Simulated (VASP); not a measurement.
# SrCl2 (P1) in VASP: notebook

SrCl2 is run at these levels: PBEsol; tasks: single point.

Everything below comes from runs of VASP 6.6.1. Logs are shortened: lines on timing, memory, paths and dates and some standing lists are left out, and cuts for length are marked.

## Step 1: The cell of the first run

The typed cell holds 18 atoms: a = 8.813 Å, b = 8.813 Å, c = 8.813 Å, α = 80.41°, β = 70.53°, γ = 60.00°.

## Step 2: Single point, PBEsol

INCAR reads:

```
SYSTEM = SrCl2
PREC = Accurate
ENCUT = 400
EDIFF = 1E-6
ISMEAR = -1
SIGMA = 0.2241
LREAL = Auto
LASPH = .TRUE.
NELM = 120
ALGO = Normal
ISIF = 2
LWAVE = .FALSE.
LCHARG = .TRUE.
GGA = PS
LELF = .TRUE.
LVHAR = .TRUE.
NBANDS = 87
GGA_COMPAT = .FALSE.
ISYM = -1
```

KPOINTS reads:

```
explicit points
2
Reciprocal
  0.25000000   0.25000000   0.00000000 2
  0.25000000   0.75000000   0.00000000 2
```

POSCAR reads:

```
SrCl2
1.0
    7.1960246848      3.5980123424     -3.5980123424
    3.5980123424      7.1960246848      3.5980123424
    7.1960246848     -3.5980123424      3.5980123424
Sr Cl
6 12
Direct
    0.4961968573      0.0099709682      0.5009387346
    0.8052004526      0.3403556047      0.4832049850
    0.0155904134     -0.0128662705      0.0118350067
    0.3425313199      0.3143770946     -0.0039262650
    0.6787585341      0.6574041744      0.0035995569
    0.1636442413      0.6713320495      0.4985080176
    0.4394196757      0.3502391173      0.6410266365
    0.7795844112      0.6665255994      0.6351731963
    0.9488806157      0.3448275183      0.1350872242
    0.2958713447      0.6575366549      0.0740196877
    0.6374547338     -0.0232225440      0.1231390995
    0.1431985314      0.9984691523      0.5749120773
    0.3746642465      1.0042759695      0.9029210967
    0.7324284214      0.3157799062      0.8729540649
    0.8604341199      0.0103366331      0.3424469215
    0.2043862963      0.3609875518      0.3799041304
    0.5369866006      0.6977159686      0.3950983528
    0.0098744334      0.6933601377      0.9074916063
```

Potentials or basis: VASP PAW PBE potentials, release 64 (Sr_sv, Cl).

Launch:

```console
> cat potpaw_PBE.64/Sr_sv/POTCAR potpaw_PBE.64/Cl/POTCAR > POTCAR
> mpirun -np 1 vasp_std > vasp.out
```

OUTCAR:

```text
SYSTEM = SrCl2
   PREC = Accurate
   ENCUT = 400
   EDIFF = 1E-6
   ISMEAR = -1
   LREAL = Auto
   LASPH = .TRUE.
   NELM = 120
   ISIF = 2
   GGA = PS
   ISYM = -1

 ion  position               nearest neighbor table
   1  0.496  0.010  0.501-  17 2.87  12 3.01  15 3.05  11 3.15   8 3.16   7 3.18  16 3.18  13 3.34
                             2 4.84   4 4.94   4 5.02   6 5.05   3 5.08   6 5.09   3 5.11   2 5.12
   2  0.805  0.340  0.483-   9 2.90  17 3.01   7 3.02  15 3.10  12 3.23   8 3.25  14 3.27  16 3.42
                             5 4.80   1 4.84   6 4.86   3 4.88   4 5.04   6 5.11   1 5.12
   3  0.016  0.987  0.012-  15 2.77  10 2.83  18 2.92  13 3.06  14 3.12  11 3.19   9 3.21  12 3.63
                             2 4.88   6 4.90   4 4.95   5 5.04   1 5.08   1 5.11   5 5.11   5 5.12
   4  0.343  0.314  0.996-  13 2.84   7 2.96  10 3.01   9 3.16  11 3.16  16 3.21  14 3.25  18 3.35
                             1 4.94   3 4.95   5 5.02   1 5.02   2 5.04   5 5.05
   5  0.679  0.657  0.004-  18 2.92   9 2.97  11 2.98   8 3.07  13 3.13  14 3.16  10 3.22  17 3.27
                             2 4.80   4 5.02   3 5.04   4 5.05   6 5.07   6 5.11   3 5.11   3 5.12
   6  0.164  0.671  0.499-  16 2.90  12 2.97   7 3.08   8 3.21  17 3.23  15 3.33  18 3.40  10 3.53
                             2 4.86   3 4.90   1 5.05   5 5.07   1 5.09   5 5.11   2 5.11   1 5.13
   7  0.439  0.350  0.641-   4 2.96   2 3.02   6 3.08   1 3.18
   8  0.780  0.667  0.635-   5 3.07   1 3.16   6 3.21   2 3.25
   9  0.949  0.345  0.135-   2 2.90   5 2.97   4 3.16   3 3.21
  10  0.296  0.658  0.074-   3 2.83   4 3.01   5 3.22   6 3.53
  11  0.637  0.977  0.123-   5 2.98   1 3.15   4 3.16   3 3.19
  12  0.143  0.998  0.575-   6 2.97   1 3.01   2 3.23   3 3.63
  13  0.375  0.004  0.903-   4 2.84   3 3.06   5 3.13   1 3.34
  14  0.732  0.316  0.873-   3 3.12   5 3.16   4 3.25   2 3.27
  15  0.860  0.010  0.342-   3 2.77   1 3.05   2 3.10   6 3.33
  16  0.204  0.361  0.380-   6 2.90   1 3.18   4 3.21   2 3.42
  17  0.537  0.698  0.395-   1 2.87   2 3.01   6 3.23   5 3.27
  18  0.010  0.693  0.907-   3 2.92   5 2.92   4 3.35   6 3.40

IMPORTANT INFORMATION: All symmetrisations will be switched off!
NOSYMM: (Re-)initialisation of all symmetry stuff for point group C_1.

----------------------------------------------------------------------------------------

                                     Primitive cell

  volume of cell :     558.9452

  direct lattice vectors                    reciprocal lattice vectors
     7.196024685  3.598012342 -3.598012342     0.069482808  0.023160936 -0.115804680
     3.598012342  7.196024685  3.598012342     0.000000000  0.092643744  0.092643744
     7.196024685 -3.598012342  3.598012342     0.069482808 -0.069482808  0.069482808

  length of vectors
     8.813294327  8.813294327  8.813294327     0.137021945  0.131018039  0.120347753

  position of ions in fractional coordinates (direct lattice)
     0.496196857  0.009970968  0.500938735
     0.805200453  0.340355605  0.483204985
     0.015590413  0.987133730  0.011835007
     0.342531320  0.314377095  0.996073735
     0.678758534  0.657404174  0.003599557
     0.163644241  0.671332050  0.498508018
[... 10 lines left out ...]
     0.536986601  0.697715969  0.395098353
     0.009874433  0.693360138  0.907491606

  ion indices of the primitive-cell ions
   primitive index   ion index
                 1           1
                 2           2
                 3           3
                 4           4
                 5           5
                 6           6
[... 10 lines left out ...]
                17          17
                18          18

----------------------------------------------------------------------------------------

 KPOINTS: explicit points

Read explicit list of k-points.

 Found      2 k-points:

 Following reciprocal coordinates:
            Coordinates               Weight
  0.250000  0.250000  0.000000      0.500000
  0.250000  0.750000  0.000000      0.500000
   k-points           NKPTS =      2   k-points in BZ     NKDIM =      2   number of bands    NBANDS=     87
   number of dos      NEDOS =    301   number of ions     NIONS =     18
   total plane-waves  NPLWV = 216000
   dimension x,y,z NGX =    60 NGY =   60 NGZ =   60
   dimension x,y,z NGXF=   120 NGYF=  120 NGZF=  120
   ions per type =               6  12
   NGX,Y,Z   is equivalent  to a cutoff of  11.32, 11.32, 11.32 a.u.
   NGXF,Y,Z  is equivalent  to a cutoff of  22.64, 22.64, 22.64 a.u.
 SYSTEM =  SrCl2
   PREC   = accura    normal or accurate (medium, high low for compatibility)
   ISTART =      0    job   : 0-new  1-cont  2-samecut
   ICHARG =      2    charge: 1-file 2-atom 10-const
   ISPIN  =      1    spin polarized calculation?
   LNONCOLLINEAR =      F non collinear calculations
   LSORBIT =      F    spin-orbit coupling
   LASPH  =      T    aspherical Exc in radial PAW
   ENCUT  =  400.0 eV  29.40 Ry    5.42 a.u.  14.37 14.37 14.37*2*pi/ulx,y,z
   NELM   =    120;   NELMIN=  2; NELMDL= -5     # of ELM steps
   EDIFF  = 0.1E-05   stopping-criterion for ELM
   LREAL  =      T    real-space projection
   EDIFFG = 0.1E-04   stopping-criterion for IOM
   NSW    =      0    number of steps for IOM
   IBRION =     -1    ionic relax: 0-MD 1-quasi-New 2-CG
   NFREE  =      0    steps in history (QN), initial steepest desc. (CG)
   ISIF   =      2    stress and relaxation
   ISYM   =     -1    0-nonsym 1-usesym 2-fastsym
   POTIM  = 0.5000    time-step for ionic-motion
   TEBEG  =    0.0;   TEEND  =   0.0 temperature during run
   PSTRESS=    0.0 pullay stress
   NELECT =     144.0000    total number of electrons
   NUPDOWN=      -1.0000    fix difference up-down
   EMIN   =  10.00;   EMAX   =-10.00  energy-range for DOS
   EFERMI =   0.00;   METHOD = LEGACY
   ISMEAR =    -1;   SIGMA  =   0.22  broadening in eV -4-tet -1-fermi 0-gaus
   EFERMI_NEDOS =   21; number of points for ismear=-14 and -15
   IALGO  =     38    algorithm
   IMIX   =      4    mixing-type and parameters
     AMIX     =   0.40;   BMIX     =  1.00
     AMIX_MAG =   1.60;   BMIX_MAG =  1.00
  volume/ion in A,a.u.               =      31.05       209.55
  Fermi-wavevector in a.u.,A,eV,Ry     =   1.041692  1.968512 14.763980  1.085122
  Thomas-Fermi vector in A             =   2.176324
   LORBIT       =      0    0 simple, 1 ext, 2 COOP (PROOUT), +10 PAW based schemes
   GGA     = PS    functional components
   LHFCALC =     F    Hartree Fock is set to
   AEXX    =    0.0000 exact exchange contribution
   IVDW    =     0    specifies the selected vdW correction
   LEPSILON=     F    determine dielectric tensor
   LRPA    =     F    only Hartree local field effects (RPA)
 non-spin polarized calculation
  energy-cutoff  :      400.00
  volume of cell :      558.95
 maximum number of plane-waves:     10167
 NGX is ok and might be reduce to    60
   NGX = 29   NGY = 29   NGZ = 29

 number of electron     144.0000006 magnetization

 Free energy of the ion-electron system (eV)
  ---------------------------------------------------
  ext. energy  EPLUGINS =         0.00000000
  ---------------------------------------------------
  free energy    TOTEN  =       -78.21140499 eV

  energy without entropy =      -78.21108490  energy(sigma->0) =      -78.21124495

 E-fermi :   2.2909     XC(G=0):  -8.0674

 val. band max:       -0.3543021751   @ k =   0.2500   0.2500   0.0000
 cond. band min:       4.5718912837   @ k =   0.2500   0.2500   0.0000
 fundamental gap:      4.9261934588
 Fermi energy:         2.2908739546

 k-point     1 :       0.2500    0.2500    0.0000
  band No.  band energies     occupation
      1     -33.9322      2.00000
      2     -33.7506      2.00000
      3     -33.6404      2.00000
      4     -33.5109      2.00000
      5     -33.3486      2.00000
      6     -33.2495      2.00000
[... 76 lines left out ...]
     83       6.1293      0.00000
     84       6.1960      0.00000

 k-point     2 :       0.2500    0.7500    0.0000
  band No.  band energies     occupation
      1     -33.9322      2.00000
      2     -33.7506      2.00000
      3     -33.6404      2.00000
      4     -33.5109      2.00000
      5     -33.3486      2.00000
      6     -33.2495      2.00000
[... 76 lines left out ...]
     83       6.0954      0.00000
     84       6.1895      0.00000
 [bands above 84 left out]

------------------------ aborting loop because EDIFF is reached ----------------------------------------

  FORCE on cell =-STRESS in cart. coord.  units (eV):
  Direction    XX          YY          ZZ          XY          YZ          ZX
  --------------------------------------------------------------------------------------
  -------------------------------------------------------------------------------------
  Total       -8.5233892     -9.1006663     -7.9382388      0.2503785     -0.1337609      0.4455629
  in kB      -24.4317012    -26.0864259    -22.7544085      0.7176926     -0.3834163      1.2771749
  external PRESSURE =     -24.4241785 kB  Pullay stress =       0.0000000 kB

 VOLUME and BASIS-vectors are now :
 -----------------------------------------------------------------------------
  energy-cutoff  :      400.00
  volume of cell :      558.95
      direct lattice vectors                 reciprocal lattice vectors
     7.196024685  3.598012342 -3.598012342     0.069482808  0.023160936 -0.115804680
     3.598012342  7.196024685  3.598012342     0.000000000  0.092643744  0.092643744
     7.196024685 -3.598012342  3.598012342     0.069482808 -0.069482808  0.069482808

 POSITION                                       TOTAL-FORCE (eV/Angst)
 -----------------------------------------------------------------------------------
      7.21129      0.05469      0.05294        -0.145824      0.030104      0.006137
     10.49600      3.60775      0.06606         0.668285      0.011056      0.081450
      3.74907      7.11695      3.53821        -0.650034      0.494340      0.024945
     10.76377     -0.08919      3.48259         0.511384      0.127521      0.302253
      7.27561      7.15993     -0.06388        -0.236744      0.102121      0.080170
      7.18033      3.62608      3.62031         0.032674     -0.057132      0.229164
[... 10 lines left out ...]
      9.21770      5.53130      1.99987        -0.594345     -0.590728     -0.629137
      9.09611      1.75980      5.72436        -0.490736      0.097404     -0.779720
 -----------------------------------------------------------------------------------
    total drift:                               -0.000402     -0.000472      0.000017

  FREE ENERGIE OF THE ION-ELECTRON SYSTEM (eV)
  ---------------------------------------------------
  free  energy   TOTEN  =       -78.2114049937 eV

  energy  without entropy=      -78.2110849000  energy(sigma->0) =      -78.21124495
```

It took 2.9 min on 1 thread of Intel Xeon Platinum 8259CL at 2.50GHz (Skylake/Cascade Lake), shared host; peak memory 0.47 GiB.

Results:

| Quantity | Value |
| --- | --- |
| Free energy | -78.2114 eV |
| Pressure | -2.4 GPa |
| Largest force | 1.048 eV/Å |
| Band gap on the k mesh | 4.93 eV |

Forces on the atoms (eV/Å):
```
Sr  -0.146  0.030  0.006
Sr   0.668  0.011  0.081
Sr  -0.650  0.494  0.025
Sr   0.511  0.128  0.302
Sr  -0.237  0.102  0.080
Sr   0.033 -0.057  0.229
Cl  -0.090  0.128 -0.227
Cl   0.196  0.289 -0.022
Cl   0.052  0.011 -0.160
Cl   0.873 -0.165 -0.094
Cl  -0.031  0.224  0.688
Cl  -0.059 -0.071  0.480
Cl  -0.522  0.011 -0.147
Cl  -0.115 -0.111 -0.017
Cl   0.688 -0.457  0.441
Cl  -0.087 -0.074 -0.256
Cl  -0.594 -0.591 -0.629
Cl  -0.491  0.097 -0.780
```

Stress tensor (GPa, compression positive):
```
-2.44  0.07  0.13
 0.07 -2.61 -0.04
 0.13 -0.04 -2.28
```

Caveat: the atoms stand as in a frame of molecular dynamics; the PAW data sets were made with another functional, which shifts forces and pressure a little; a shifted mesh leaves out Γ, where band edges can lie. A k mesh can miss the band edges.

## Step 3: Single point, PBEsol

INCAR reads:

```
  PREC = Accurate
  ENCUT = 400
  EDIFF = 1E-6
  ISMEAR = -1
  SIGMA = 0.2241
  LREAL = Auto
  LASPH = T
  NELM = 120
  ALGO = Normal
  ISIF = 2
  LWAVE = F
  LCHARG = T
  GGA = PS
  LELF = T
  LVHAR = T
  NBANDS = 87
  GGA_COMPAT = F
  ISYM = -1
```

KPOINTS is that of step 2.

POSCAR reads:

```
SrCl2
1.0
    7.1960246848      3.5980123424     -3.5980123424
    3.5980123424      7.1960246848      3.5980123424
    7.1960246848     -3.5980123424      3.5980123424
Sr Cl
6 12
Direct
    0.5118779458     -0.0024453316      0.4904737205
    0.7786972084      0.3711948541      0.4597739926
    0.0249855545     -0.0122544512      0.0327928280
    0.3543736686      0.2960477152     -0.0133666857
    0.6873216185      0.6479448776      0.0047559592
    0.1670610121      0.6690272585      0.5080808724
    0.4114305184      0.3712795305      0.6596202359
    0.7658112511      0.6704624953      0.6459191295
    0.9346454876      0.3552380810      0.1535347707
    0.3258808999      0.6484658133      0.0395202924
    0.6412396940     -0.0351281915      0.1172238892
    0.1211587700      1.0297479962      0.5718773462
    0.3671352516      0.9921674322      0.9344705298
    0.7570218149      0.3069112133      0.8725852502
    0.8634073124      0.0276435035      0.3311938333
    0.2231340085      0.3845608450      0.3662122652
    0.5167829456      0.6971078551      0.3895363930
   -0.0145328388      0.6995945058      0.9201066269
```

Potentials or basis: VASP PAW PBE potentials, release 64 (Sr_sv, Cl).

Launch:

```console
> cat potpaw_PBE.64/Sr_sv/POTCAR potpaw_PBE.64/Cl/POTCAR > POTCAR
> mpirun -np 1 vasp_std > vasp.out
```

Run time: 2.7 min. Hardware: 1 thread of Intel Xeon Platinum 8259CL at 2.50GHz (Skylake/Cascade Lake), shared host; peak memory 0.47 GiB.

The run converged. Its results:

```yaml
Free_energy: -76.5380 eV
Pressure: -0.7 GPa
Largest_force: 2.479 eV/Å
Band_gap_on_the_k_mesh: 4.31 eV
```

Forces on the atoms (eV/Å):
```
Sr  -0.489  0.032  0.200
Sr   1.685 -1.332  0.589
Sr  -1.773  1.112 -1.153
Sr   1.199  0.265  0.736
Sr  -0.848 -0.189  0.272
Sr   0.252  0.161  0.775
Cl  -0.134  0.244 -0.713
Cl  -0.200  0.593 -0.134
Cl  -0.273  0.794 -1.121
Cl   0.388 -0.380 -0.010
Cl   0.408  0.194  1.362
Cl   0.035 -0.028 -0.184
Cl  -0.578  0.325 -0.185
Cl  -0.052 -0.281  0.091
Cl   1.094 -1.578  1.569
Cl  -0.308 -0.295 -0.484
Cl  -0.492 -0.183 -0.138
Cl   0.086  0.547 -1.473
```

Stress tensor (GPa, compression positive):
```
-1.29 -0.42  0.70
-0.42 -0.73 -0.89
 0.70 -0.89 -0.19
```

Levels at points of the mesh, in eV from the valence-band top:
| k point | band 70 | band 71 | band 72 | band 73 | band 74 | band 75 |
| --- | --- | --- | --- | --- | --- | --- |
| (0.25, 0.25, 0.00) | -0.42 | -0.09 | 0.00 | 4.31 | 4.98 | 5.10 |

Caveat: the atoms stand as in a frame of molecular dynamics; the PAW data sets were made with another functional, which shifts forces and pressure a little; a shifted mesh leaves out Γ, where band edges can lie. A k mesh can miss the band edges.

## Step 4: Single point, PBEsol

INCAR reads:

```
SYSTEM = SrCl2
ALGO = Normal ; EDIFF = 1E-6
ENCUT = 400 ; GGA = PS
GGA_COMPAT = .FALSE. ; ISIF = 2
ISMEAR = -1 ; ISYM = -1
LASPH = .TRUE. ; LCHARG = .FALSE.
LREAL = Auto ; LWAVE = .FALSE.
NBANDS = 87 ; NELM = 120
PREC = Accurate ; SIGMA = 0.2241
```

KPOINTS is that of step 3.

POSCAR reads:

```
SrCl2
1.0
    7.1960246848      3.5980123424     -3.5980123424
    3.5980123424      7.1960246848      3.5980123424
    7.1960246848     -3.5980123424      3.5980123424
Sr Cl
6 12
Direct
    0.5306350845     -0.0013609366      0.4872296377
    0.7757819877      0.3996530667      0.4397198646
    0.0202148417      0.0005864349      0.0346939471
    0.3661703439      0.2914594412     -0.0230347320
    0.6956577026      0.6476970555      0.0181680866
    0.1580725539      0.6552423326      0.5301749462
    0.4121293533      0.3950761878      0.6631660130
    0.7588745044      0.6961564039      0.6437850345
    0.9550068685      0.3483854086      0.1581232764
    0.3561091870      0.6432962924      0.0127668406
    0.6298978531     -0.0316513645      0.1139285280
    0.1114630696      1.0579649645      0.5688164201
    0.3505992235      0.9883644065      0.9562754856
    0.7883720640      0.3144087788      0.8736547991
    0.8379439942      0.0738422518      0.3619686027
    0.2479043979      0.3863598012      0.3511824390
    0.4705035046      0.7209699189      0.3827545931
   -0.0089504742      0.6925385730      0.9311832287
```

Launch:

```console
> cat potpaw_PBE.64/Sr_sv/POTCAR potpaw_PBE.64/Cl/POTCAR > POTCAR
> mpirun -np 1 vasp_std > vasp.out
```

Wall time 2.9 min (1 thread of Intel Xeon Platinum 8259CL at 2.50GHz (Skylake/Cascade Lake), shared host); peak memory 0.47 GiB.

Results (log left out):

| Item | Value |
| --- | --- |
| Free energy | -75.4365 eV |
| Pressure | 0.0 GPa |
| Largest force | 3.645 eV/Å |
| Band gap on the k mesh | 3.70 eV |

Forces in eV/Å, atoms in the order of the input:
```
Sr  -1.000  0.038  0.523
Sr   2.211 -1.976  2.118
Sr  -1.137 -0.013 -0.254
Sr   1.245  0.036  0.937
Sr  -1.461 -0.518  0.334
Sr   0.109  0.519  1.133
Cl   0.067 -0.027 -0.960
Cl  -0.149  0.395 -0.296
Cl  -0.746  1.724 -2.028
Cl  -0.093 -0.628  0.089
Cl   0.939  0.481  1.145
Cl   0.163 -0.046 -0.238
Cl  -0.102  1.028 -0.229
Cl   0.049 -0.367  0.153
Cl  -0.247 -1.044  0.093
Cl  -0.281 -0.267 -0.426
Cl   0.143 -0.071 -0.716
Cl   0.288  0.736 -1.379
```

Stress tensor (GPa, compression positive):
```
-0.71 -0.20  0.69
-0.20  0.12 -1.08
 0.69 -1.08  0.63
```

Levels at points of the mesh, in eV from the valence-band top:
```csv
k point,band 68,band 69,band 70,band 71,band 72,band 73,band 74,band 75,band 76,band 77
"(0.25, 0.25, 0.00)",-0.77,-0.65,-0.61,-0.44,0.00,3.70,4.36,4.55,4.68,4.92
```

Caveat: the atoms stand as in a frame of molecular dynamics; the PAW data sets were made with another functional, which shifts forces and pressure a little; a shifted mesh leaves out Γ, where band edges can lie. A k mesh can miss the band edges.

## Step 5: Overview

| cell | gap on the mesh (eV) | pressure (GPa) | largest force (eV/Å) |
| --- | --- | --- | --- |
| as given, atomic positions A | 4.93 | -2.4 | 1.05 |
| as given, atomic positions B | 4.31 | -0.7 | 2.48 |
| as given, atomic positions C | 3.70 | 0.0 | 3.64 |

Alike in all rows: task single point; level PBEsol; potentials or basis VASP PAW PBE potentials, release 64 (Sr_sv, Cl); no spin polarisation; k mesh 2 × 2 × 1, shifted; cutoff (eV) 400; smearing fermi-dirac 0.2241 eV.

Caveats: the atoms stand as in a frame of molecular dynamics; the PAW data sets were made with another functional, which shifts forces and pressure a little; a shifted mesh leaves out Γ, where band edges can lie.

Total energies depend on the potentials used, so only differences within one code and one set of settings carry meaning.
